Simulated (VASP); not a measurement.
# Nb (Im-3m) in VASP: single point with PBE

Aim: the single point of Nb with PBE.

Program: VASP 6.6.1. These are calculated values, not measurements. Logs are shortened: lines on timing, memory, paths and dates and some standing lists are left out, and cuts for length are marked.

**1. The cell of the first run**

Symmetry: Im-3m, No. 229, cubic system. The conventional cell has a = 3.198 Å, b = 3.198 Å, c = 3.198 Å, α = 90.00°, β = 90.00°, γ = 90.00°. Within 3.7 Å of Nb (site symmetry m-3m) lie 14 Nb at 2.77 to 3.20 Å.

**2. Single point, PBE**

File POSCAR:

```
Nb
1.0
   -1.5992340000      1.5992340000      1.5992340000
    1.5992340000     -1.5992340000      1.5992340000
    1.5992340000      1.5992340000     -1.5992340000
Nb
1
Direct
    0.0000000000      0.0000000000      0.0000000000
```

File INCAR.step1:

```
SYSTEM = Nb
PREC     = Accurate       ! precision mode
ENCUT    = 400            ! plane-wave cutoff, eV
EDIFF    = 1E-6           ! SCF threshold, eV
ISMEAR   = -1             ! smearing method
SIGMA    = 0.1            ! smearing width, eV
LREAL    = .FALSE.        ! projectors in reciprocal space
LASPH    = .TRUE.         ! aspherical terms in the spheres
NELM     = 120            ! most SCF steps
ALGO     = Normal         ! electronic algorithm
ISIF     = 2              ! what is computed and relaxed
LWAVE    = .FALSE.        ! write WAVECAR
LCHARG   = .TRUE.         ! write CHGCAR
LMAXMIX  = 4              ! l up to which the mixer works
GGA      = PE             ! functional
NBANDS   = 12             ! bands
GGA_COMPAT= .FALSE.      
NEDOS    = 2001           ! points of the DOS
LORBIT   = 11             ! projections on sites
```

File KPOINTS.step1:

```
Automatic mesh
0
G
  15 15 15
  0 0 0
```

File INCAR.step2:

```
SYSTEM = Nb
PREC     = Accurate       ! precision mode
ENCUT    = 400            ! plane-wave cutoff, eV
EDIFF    = 1E-6           ! SCF threshold, eV
ISMEAR   = -5             ! smearing method
SIGMA    = 0.1            ! smearing width, eV
LREAL    = .FALSE.        ! projectors in reciprocal space
LASPH    = .TRUE.         ! aspherical terms in the spheres
NELM     = 120            ! most SCF steps
ALGO     = Normal         ! electronic algorithm
ISIF     = 2              ! what is computed and relaxed
LWAVE    = .FALSE.        ! write WAVECAR
LCHARG   = .FALSE.        ! write CHGCAR
LMAXMIX  = 4              ! l up to which the mixer works
GGA      = PE             ! functional
LORBIT   = 11             ! projections on sites
NBANDS   = 12             ! bands
NEDOS    = 2001           ! points of the DOS
ICHARG   = 11             ! starting density
GGA_COMPAT= .FALSE.
```

File KPOINTS.step2:

```
Automatic mesh
0
G
  23 23 23
  0 0 0
```

Potentials or basis: VASP PAW PBE potentials, release 64 (Nb_sv).

On the command line:

```console
> cat potpaw_PBE.64/Nb_sv/POTCAR > POTCAR
> cp INCAR.step1 INCAR
> cp KPOINTS.step1 KPOINTS
> mpirun -np 1 vasp_std > vasp.out
> cp INCAR.step2 INCAR
> cp KPOINTS.step2 KPOINTS
> mpirun -np 1 vasp_std > vasp.out
```

OUTCAR:

```text
SYSTEM = Nb
   PREC = Accurate
   ENCUT = 400
   EDIFF = 1E-6
   ISMEAR = -5
   LREAL = .FALSE.
   LASPH = .TRUE.
   NELM = 120
   ISIF = 2
   GGA = PE
   LORBIT = 11
   ICHARG = 11

 ion  position               nearest neighbor table
   1  0.000  0.000  0.000-

  LATTYP: Found a body centered cubic cell.
 ALAT       =     3.1984680000

  Lattice vectors:

 A1 = (  -1.5992340000,   1.5992340000,   1.5992340000)
 A2 = (   1.5992340000,  -1.5992340000,   1.5992340000)
 A3 = (   1.5992340000,   1.5992340000,  -1.5992340000)

Analysis of symmetry for initial positions (statically):
=====================================================================
 Subroutine PRICEL returns:
 Original cell was already a primitive cell.

 Routine SETGRP: Setting up the symmetry group for a
 body centered cubic supercell.

 Subroutine GETGRP returns: Found 48 space group operations
 (whereof 48 operations were pure point group operations)
 out of a pool of 48 trial point group operations.

The static configuration has the point symmetry O_h .

Analysis of symmetry for dynamics (positions and initial velocities):
=====================================================================
 Subroutine PRICEL returns:
 Original cell was already a primitive cell.

 Routine SETGRP: Setting up the symmetry group for a
 body centered cubic supercell.

 Subroutine GETGRP returns: Found 48 space group operations
 (whereof 48 operations were pure point group operations)
 out of a pool of 48 trial point group operations.

The dynamic configuration has the point symmetry O_h .

 Subroutine INISYM returns: Found 48 space group operations
 (whereof 48 operations are pure point group operations),
 and found     1 'primitive' translations

----------------------------------------------------------------------------------------

                                     Primitive cell

  volume of cell :      16.3605

  direct lattice vectors                    reciprocal lattice vectors
    -1.599234000  1.599234000  1.599234000     0.000000000  0.312649681  0.312649681
     1.599234000 -1.599234000  1.599234000     0.312649681  0.000000000  0.312649681
     1.599234000  1.599234000 -1.599234000     0.312649681  0.312649681  0.000000000

  length of vectors
     2.769954541  2.769954541  2.769954541     0.442153419  0.442153419  0.442153419

[... 88 lines left out ...]
   POTIM  = 0.5000    time-step for ionic-motion
   TEBEG  =    0.0;   TEEND  =   0.0 temperature during run
   PSTRESS=    0.0 pullay stress
   NELECT =      13.0000    total number of electrons
   NUPDOWN=      -1.0000    fix difference up-down
   EMIN   =  10.00;   EMAX   =-10.00  energy-range for DOS
   EFERMI =   0.00;   METHOD = LEGACY
   ISMEAR =    -5;   SIGMA  =   0.10  broadening in eV -4-tet -1-fermi 0-gaus
   EFERMI_NEDOS =   21; number of points for ismear=-14 and -15
   IALGO  =     38    algorithm
   IMIX   =      4    mixing-type and parameters
     AMIX     =   0.40;   BMIX     =  1.00
     AMIX_MAG =   1.60;   BMIX_MAG =  1.00
  volume/ion in A,a.u.               =      16.36       110.41
  Fermi-wavevector in a.u.,A,eV,Ry     =   1.516319  2.865428 31.282836  2.299224
  Thomas-Fermi vector in A             =   2.625725
   LORBIT       =     11    0 simple, 1 ext, 2 COOP (PROOUT), +10 PAW based schemes
   GGA     = PE    functional components
   LHFCALC =     F    Hartree Fock is set to
   AEXX    =    0.0000 exact exchange contribution
   IVDW    =     0    specifies the selected vdW correction
   LEPSILON=     F    determine dielectric tensor
   LRPA    =     F    only Hartree local field effects (RPA)
 non-spin polarized calculation
 Fermi weights with tetrahedron method with Bloechl corrections
  energy-cutoff  :      400.00
  volume of cell :       16.36
 maximum number of plane-waves:       321
 NGX is ok and might be reduce to    18

 number of electron      13.0000001 magnetization

 Free energy of the ion-electron system (eV)
  ---------------------------------------------------
  ext. energy  EPLUGINS =         0.00000000
  ---------------------------------------------------
  free energy    TOTEN  =       -10.10674606 eV

  energy without entropy =      -10.10674606  energy(sigma->0) =      -10.10674606

 E-fermi :  12.5793     XC(G=0): -13.0047

 val. band max:       12.5890786891   @ k =   0.3043   0.2174   0.0000
 cond. band min:      12.5943241697   @ k =   0.1304   0.0435   0.0000
 fundamental gap:      0.0052454806
 Fermi energy:        12.5792637676

 k-point     1 :       0.0000    0.0000    0.0000
  band No.  band energies     occupation
      1     -41.6850      2.00000
      2     -16.7453      2.00000
      3     -16.7453      2.00000
      4     -16.7453      2.00000
      5       6.5088      2.00000
      6      12.9079      0.00000
      7      12.9079      0.00000
      8      12.9079      0.00000
      9      16.1488      0.00000
     10      16.1488      0.00000
     11      27.0532      0.00000
     12      27.0532      0.00000
[... 331 lines left out ...]
 k-point    24 :       0.0870    0.0870    0.0000
  band No.  band energies     occupation
      1     -41.6122      2.00000
      2     -17.1508      2.00000
      3     -16.8368      2.00000
      4     -16.7813      2.00000
      5       7.4844      2.00000
      6      12.4116      2.07013
      7      12.5267      1.41023
      8      13.9740      0.00000
      9      15.3925      0.00000
     10      16.2665      0.00000
     11      27.8429      0.00000
     12      28.7207      0.00000

 [... further k-points ...]

------------------------ aborting loop because EDIFF is reached ----------------------------------------

  FORCE on cell =-STRESS in cart. coord.  units (eV):
  Direction    XX          YY          ZZ          XY          YZ          ZX
  --------------------------------------------------------------------------------------
  -------------------------------------------------------------------------------------
  Total        2.0618754      2.0618754      2.0618754      0.0000000      0.0000000     -0.0000000
  in kB      201.9188969    201.9188969    201.9188969      0.0000000      0.0000000     -0.0000000
  external PRESSURE =     201.9188969 kB  Pullay stress =       0.0000000 kB

 VOLUME and BASIS-vectors are now :
 -----------------------------------------------------------------------------
  energy-cutoff  :      400.00
  volume of cell :       16.36
      direct lattice vectors                 reciprocal lattice vectors
    -1.599234000  1.599234000  1.599234000     0.000000000  0.312649681  0.312649681
     1.599234000 -1.599234000  1.599234000     0.312649681  0.000000000  0.312649681
     1.599234000  1.599234000 -1.599234000     0.312649681  0.312649681  0.000000000

 POSITION                                       TOTAL-FORCE (eV/Angst)
 -----------------------------------------------------------------------------------
      0.00000      0.00000      0.00000        -0.000000     -0.000000      0.000000
 -----------------------------------------------------------------------------------
    total drift:                               -0.000000     -0.000000      0.000000

  FREE ENERGIE OF THE ION-ELECTRON SYSTEM (eV)
  ---------------------------------------------------
  free  energy   TOTEN  =       -10.1067460578 eV

  energy  without entropy=      -10.1067460578  energy(sigma->0) =      -10.10674606

 total charge

# of ion       s       p       d       tot
------------------------------------------
    1        2.236   6.008   2.655  10.899
```

Run time: 65 s. Hardware: 1 thread of AMD EPYC 7R43 (Zen 3), shared host; peak memory 0.14 GiB.

Results:

| Quantity | Value |
| --- | --- |
| Valence electrons inside the program's atomic spheres | Nb 10.90 |

Caveat: tetrahedron occupations give inexact forces and stress in metals.
